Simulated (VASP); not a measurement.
# MnFeCl: single point with PBE+D3(BJ)

MnFeCl:

```
CELL_PARAMETERS angstrom
3.91564 0.00000 0.00000
0.00000 3.91564 0.00000
0.00000 0.00000 6.27137
ATOMIC_POSITIONS crystal
Fe 0.00000 0.00000 0.00000
Fe 0.50000 0.50000 0.00000
Cl 0.00000 0.50000 0.74600
Cl 0.50000 0.00000 0.25400
Mn 0.00000 0.50000 0.32930
Mn 0.50000 0.00000 0.67070
```

| Property | Result |
| --- | --- |
| Program | VASP 6.6.1 |
| Task | single point |
| Functional | PBE |
| Dispersion | D3(BJ) |
| Potentials or basis | VASP PAW PBE potentials, release 64 (Fe, Cl, Mn_pv) |
| Cutoff | 600 eV |
| k mesh | 5 × 5 × 3 |
| Occupations | fermi-dirac, width 0.1 eV |
| Spin | no spin polarisation |
| Dipole correction | no |
| Further INCAR settings | ALGO = Normal; EDIFF = 1e-06; NBANDS = 37 |

```json
{
  "Pressure": "-22.8 GPa",
  "Largest force": "0.870 eV/Å",
  "Band gap on the k mesh": "zero (bands 28 and 29 overlap by 0.20 eV)",
  "Dispersion energy per atom": "-0.342 eV"
}
```

Forces in eV/Å, atoms in the order of the input:
```
Fe   0.000  0.000  0.000
Fe   0.000  0.000  0.000
Cl   0.000  0.000 -0.540
Cl   0.000  0.000  0.540
Mn   0.000  0.000 -0.870
Mn   0.000  0.000  0.870
```

Stress tensor (GPa, compression positive):
```
-19.43   0.00   0.00
  0.00 -19.43   0.00
  0.00   0.00 -29.62
```

Levels at points of the mesh, in eV from the Fermi level:
```csv
k point,band 26,band 27,band 28,band 29,band 30,band 31
"(0.00, 0.00, 0.00)",-0.30,-0.17,-0.17,-0.14,-0.05,0.06
```

Wall time 110 s on 1 thread of Intel Xeon 8259CL (shared host), peak memory 0.24 GiB.

Caveat: three body term missing; the stress differs along the axes, from -30 to -19 GPa; the run has no spin polarisation, though such a crystal can be magnetic. With open d or f shells a metallic result of PBE can be an artefact of self-interaction; +U or a hybrid may open a gap.
